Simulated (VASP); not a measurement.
# C (P6_3/mmc) in VASP: further runs, part 2 of 2

VASP 6.6.1. Earlier steps stand in the parts before.

## (3) G0W0 quasiparticle levels, PBE

This run uses another cell than the first one, of 5.66 Å³/atom.

Input file POSCAR:

```
C
1.0
    2.5031953710      0.0000000000      0.0000000000
   -1.2515976855      2.1678307819      0.0000000000
    0.0000000000      0.0000000000      4.1688692747
C
4
Direct
    0.3333333333      0.6666666667      0.0002313176
    0.6666666667      0.3333333333      0.5002313176
    0.3333333333      0.6666666667      0.3747686824
    0.6666666667      0.3333333333      0.8747686824
```

Input file INCAR.step1:

```
  PREC = Accurate
  ENCUT = 500
  EDIFF = 1E-8
  ISMEAR = 0
  SIGMA = 0.01
  LREAL = False
  LASPH = True
  NELM = 100
  ALGO = Normal
  LWAVE = True
  LCHARG = False
  GGA = PE
```

Input file INCAR.step2:

```
  PREC = Accurate
  ENCUT = 500
  EDIFF = 1E-8
  ISMEAR = 0
  SIGMA = 0.01
  LREAL = False
  LASPH = True
  NELM = 1
  ALGO = Exact
  LWAVE = True
  LCHARG = False
  GGA = PE
  NBANDS = 175
  LOPTICS = True
  ISTART = 1
```

Input file INCAR.step3:

```
  PREC = Accurate
  ENCUT = 500
  EDIFF = 1E-8
  ISMEAR = 0
  SIGMA = 0.01
  LREAL = False
  LASPH = True
  ALGO = EVGW0
  LWAVE = False
  LCHARG = False
  GGA = PE
  NELMGW = 1
  NBANDS = 175
  ENCUTGW = 200
  NOMEGA = 96
  PRECFOCK = Fast
  ISTART = 1
  NBANDSGW = 16
  OMEGAMAX = 20
```

Input file KPOINTS:

```
regular mesh
0
Gamma
  6 6 4
```

Potentials or basis: VASP PAW PBE potentials, release 64 (C_GW).

Command:

```bash
$ cat potpaw_PBE.64/C_GW/POTCAR > POTCAR
$ cp INCAR.step1 INCAR
$ mpirun -np 1 vasp_std > vasp.out
$ cp INCAR.step2 INCAR
$ mpirun -np 1 vasp_std > vasp.out
$ cp INCAR.step3 INCAR
$ mpirun -np 1 vasp_std > vasp.out
```

OUTCAR:

```text
PREC = Accurate
   ENCUT = 500
   EDIFF = 1E-8
   ISMEAR = 0
   LREAL = False
   LASPH = True
   GGA = PE
   NELMGW = 1
   ENCUTGW = 200
   PRECFOCK = Fast
   ISTART = 1

 ion  position               nearest neighbor table
   1  0.333  0.667  0.000-   4 1.54   4 1.54   4 1.54   3 1.56
   2  0.667  0.333  0.500-   3 1.54   3 1.54   3 1.54   4 1.56
   3  0.333  0.667  0.375-   2 1.54   2 1.54   2 1.54   1 1.56
   4  0.667  0.333  0.875-   1 1.54   1 1.54   1 1.54   2 1.56

  LATTYP: Found a hexagonal cell.
 ALAT       =     2.5031953710
 C/A-ratio  =     1.6654190572

  Lattice vectors:

 A1 = (   2.5031953710,   0.0000000000,   0.0000000000)
 A2 = (  -1.2515976855,   2.1678307819,   0.0000000000)
 A3 = (   0.0000000000,   0.0000000000,   4.1688692747)

Analysis of symmetry for initial positions (statically):
=====================================================================
 Subroutine PRICEL returns:
 Original cell was already a primitive cell.

 Routine SETGRP: Setting up the symmetry group for a
 hexagonal supercell.

 Subroutine GETGRP returns: Found 24 space group operations
 (whereof  6 operations were pure point group operations)
 out of a pool of 24 trial point group operations.

The static configuration has the point symmetry C_3v.
 The point group associated with its full space group is D_6h.

Analysis of symmetry for dynamics (positions and initial velocities):
=====================================================================
 Subroutine PRICEL returns:
 Original cell was already a primitive cell.

 Routine SETGRP: Setting up the symmetry group for a
 hexagonal supercell.

 Subroutine GETGRP returns: Found 24 space group operations
 (whereof  6 operations were pure point group operations)
 out of a pool of 24 trial point group operations.

The dynamic configuration has the point symmetry C_3v.
 The point group associated with its full space group is D_6h.

 Subroutine INISYM returns: Found 24 space group operations
 (whereof  6 operations are pure point group operations),
 and found     1 'primitive' translations

----------------------------------------------------------------------------------------

                                     Primitive cell

  volume of cell :      22.6224

  direct lattice vectors                    reciprocal lattice vectors
     2.503195371  0.000000000  0.000000000     0.399489393  0.230645309  0.000000000
    -1.251597685  2.167830782  0.000000000     0.000000000  0.461290617  0.000000000
     0.000000000  0.000000000  4.168869275     0.000000000  0.000000000  0.239873197

  length of vectors
     2.503195371  2.503195371  4.168869275     0.461290617  0.461290617  0.239873197

  position of ions in fractional coordinates (direct lattice)
     0.333333333  0.666666667  0.000231318
     0.666666667  0.333333333  0.500231318
     0.333333333  0.666666667  0.374768682
     0.666666667  0.333333333  0.874768682

  ion indices of the primitive-cell ions
   primitive index   ion index
                 1           1
                 2           2
                 3           3
                 4           4

----------------------------------------------------------------------------------------

 KPOINTS: regular mesh

Automatic generation of k-mesh.
 Grid dimensions read from file:
 generate k-points for:    6    6    4

 Generating k-lattice:

  Cartesian coordinates                     Fractional coordinates (reciprocal lattice)
     0.066581566  0.038440885  0.000000000     0.166666667  0.000000000  0.000000000
     0.000000000  0.076881770  0.000000000     0.000000000  0.166666667  0.000000000
     0.000000000  0.000000000  0.059968299     0.000000000  0.000000000  0.250000000

  Length of vectors
     0.076881770  0.076881770  0.059968299

  Shift w.r.t. Gamma in fractional coordinates (k-lattice)
     0.000000000  0.000000000  0.000000000

 Subroutine IBZKPT returns following result:
 ===========================================

 Found     21 irreducible k-points:

 Following reciprocal coordinates:
            Coordinates               Weight
  0.000000  0.000000  0.000000      1.000000
  0.166667 -0.000000  0.000000      6.000000
  0.333333 -0.000000  0.000000      6.000000
  0.500000 -0.000000  0.000000      3.000000
  0.166667  0.166667  0.000000      6.000000
  0.333333  0.166667  0.000000     12.000000
[... 13 lines left out ...]
  0.333333  0.166667  0.500000     12.000000
  0.333333  0.333333  0.500000      2.000000
   k-points           NKPTS =     21   k-points in BZ     NKDIM =    144   number of bands    NBANDS=    175
   number of dos      NEDOS =    301   number of ions     NIONS =      4
   total plane-waves  NPLWV =   9720
   dimension x,y,z NGX =    18 NGY =   18 NGZ =   30
   dimension x,y,z NGXF=    36 NGYF=   36 NGZF=   60
   ions per type =               4
   NGX,Y,Z   is equivalent  to a cutoff of  11.95, 11.95, 11.96 a.u.
   NGXF,Y,Z  is equivalent  to a cutoff of  23.91, 23.91, 23.93 a.u.
 SYSTEM =  unknown system
   PREC   = accura    normal or accurate (medium, high low for compatibility)
   ISTART =      1    job   : 0-new  1-cont  2-samecut
   ICHARG =      0    charge: 1-file 2-atom 10-const
   ISPIN  =      1    spin polarized calculation?
   LNONCOLLINEAR =      F non collinear calculations
   LSORBIT =      F    spin-orbit coupling
   LASPH  =      T    aspherical Exc in radial PAW
   ENCUT  =  500.0 eV  36.75 Ry    6.06 a.u.   4.56  4.56  7.60*2*pi/ulx,y,z
   NELM   =     60;   NELMIN=  2; NELMDL=  0     # of ELM steps
   EDIFF  = 0.1E-07   stopping-criterion for ELM
   LREAL  =      F    real-space projection
   EDIFFG = 0.1E-06   stopping-criterion for IOM
   NSW    =      0    number of steps for IOM
   IBRION =     -1    ionic relax: 0-MD 1-quasi-New 2-CG
   NFREE  =      0    steps in history (QN), initial steepest desc. (CG)
   ISIF   =      0    stress and relaxation
   ISYM   =      3    0-nonsym 1-usesym 2-fastsym
   POTIM  = 0.5000    time-step for ionic-motion
   TEBEG  =    0.0;   TEEND  =   0.0 temperature during run
   PSTRESS=    0.0 pullay stress
   NELECT =      16.0000    total number of electrons
   NUPDOWN=      -1.0000    fix difference up-down
   EMIN   =  10.00;   EMAX   =-10.00  energy-range for DOS
   EFERMI =   0.00;   METHOD = LEGACY
   ISMEAR =     0;   SIGMA  =   0.01  broadening in eV -4-tet -1-fermi 0-gaus
   EFERMI_NEDOS =   21; number of points for ismear=-14 and -15
   IALGO  =     38    algorithm
   IMIX   =      4    mixing-type and parameters
     AMIX     =   0.40;   BMIX     =  1.00
     AMIX_MAG =   1.60;   BMIX_MAG =  1.00
  volume/ion in A,a.u.               =       5.66        38.17
  Fermi-wavevector in a.u.,A,eV,Ry     =   1.458597  2.756349 28.946471  2.127506
  Thomas-Fermi vector in A             =   2.575263
   LORBIT       =      0    0 simple, 1 ext, 2 COOP (PROOUT), +10 PAW based schemes
   GGA     = PE    functional components
   LHFCALC =     T    Hartree Fock is set to
   PRECFOCK=fast      Normal, Fast or Accurate (Low or Medium for compatibility)
   ENCUT4O =  -1.0   cutoff for four orbital integrals eV
   NKREDX  =     1    reduce k-point grid by
   NKREDY  =     1    reduce k-point grid by
   NKREDZ  =     1    reduce k-point grid by
   AEXX    =    1.0000 exact exchange contribution
   HFSCREEN=    0.0000 screening length (either q_TF or 0.3 A-1)
   HFSCREENC=   0.0000 screening length for correlation (either q_TF or 0.3 A-1)
   ENCUTFOCK=  -1.0 apply spherical cutoff to Coloumb kernel
   IVDW    =     0    specifies the selected vdW correction
   LEPSILON=     F    determine dielectric tensor
   LRPA    =     F    only Hartree local field effects (RPA)
   LRPAFORCE           =     F    calculate RPA forces
   ENCUTGW             = 200.0    cutoff for response function in eV
   ENCUTGWSOFT         = 160.0    soft cutoff for Coulomb kernel in GW response function in eV
   ENCUTLF             =  -1.0    cutoff for local field effects
   NELMGW              =     1    number of iterations in solving QP/BSE equation
   NELMHF              =     1    number of iterations in the inner HF iteration
   NKREDLFX            =     1    NKREDLFY  =   1   NKREDLFZ  =   1
 non-spin polarized calculation
 Gauss-broadening in eV      SIGMA  =   0.01
  energy-cutoff  :      500.00
  volume of cell :       22.62
 maximum number of plane-waves:       592
  NGX = 12; NGY = 12; NGZ = 20
   NGX =  9   NGY =  9   NGZ = 15
 maximum number of plane-waves:       152

 QP shifts <psi_nk| G(iteration)W_0 |psi_nk>: iteration 1
 for sc-GW calculations column KS-energies equals QP-energies in previous step
 and V_xc(KS)=  KS-energies - (<T + V_ion + V_H > + <T+V_H+V_ion>^1  + <V_x>^1)

 k-point   1 :       0.0000    0.0000    0.0000
  band No.  KS-energies  QP-energies   sigma(KS)   V_xc(KS)     V^pw_x(r,r')   Z            occupation Imag(sigma)

      1     -11.7312     -13.3699     -16.9662     -14.7967     -25.4599       0.7553       2.0000       1.2956
      2      -6.1525      -7.6326     -17.6339     -15.6621     -24.7082       0.7506       2.0000       0.6022
      3      -3.6249      -4.9064     -16.2277     -14.5059     -21.9003       0.7443       2.0000       0.2786
      4       7.0073       6.0559     -17.5879     -16.4250     -19.8978       0.8181       2.0000       0.0310
      5       7.0073       6.0559     -17.5879     -16.4250     -19.8978       0.8181       2.0000       0.0310
      6       9.6140       8.8767     -17.5658     -16.6758     -18.9387       0.8284       2.0000       0.0232
[... 8 lines left out ...]
     15      24.2385      25.1134     -15.8975     -17.0545      -8.0953       0.7562       0.0000      -0.1307
     16      27.8217      29.0656     -14.9137     -16.5697      -6.0899       0.7511       0.0000      -0.3211
[... 384 lines left out ...]
      1      -3.5181      -4.9543     -17.8407     -15.9171     -24.0459       0.7466       2.0000       0.3328
      2      -3.5181      -4.9543     -17.8407     -15.9171     -24.0459       0.7466       2.0000       0.3328
      3      -2.4276      -3.7986     -17.2680     -15.4433     -22.7864       0.7514       2.0000       0.2074
      4      -2.4276      -3.7986     -17.2680     -15.4433     -22.7864       0.7514       2.0000       0.2074
      5       0.5422      -0.7109     -16.2222     -14.6159     -20.2070       0.7801       2.0000       0.0728
      6       0.5422      -0.7109     -16.2222     -14.6159     -20.2070       0.7801       2.0000       0.0728
[... 8 lines left out ...]
     15      25.4932      26.7314     -15.1133     -16.7478      -7.0374       0.7575       0.0000      -0.1744
     16      25.4932      26.7314     -15.1133     -16.7478      -7.0374       0.7575       0.0000      -0.1744
```

It took 11 min on 1 thread of Intel Xeon Platinum 8259CL at 2.50GHz (Skylake/Cascade Lake), shared host; peak memory 0.56 GiB.

Results:

| Item | Value |
| --- | --- |
| Quasiparticle gap | 4.51 eV |
| Least direct quasiparticle gap | 6.68 eV |
| Band gap of the starting levels on the mesh | 3.31 eV |
| Least direct gap of the starting levels on the mesh | 4.99 eV |

Caveat: the k points lie up to 0.48 Å⁻¹ apart; the cutoff is under 1.25 times the usual one of these potentials, so pressure, stress and relaxed cells hold a basis-set (Pulay) error; bands, screening cutoff and mesh are small and nothing is extrapolated, so the quasiparticle values aren't converged.
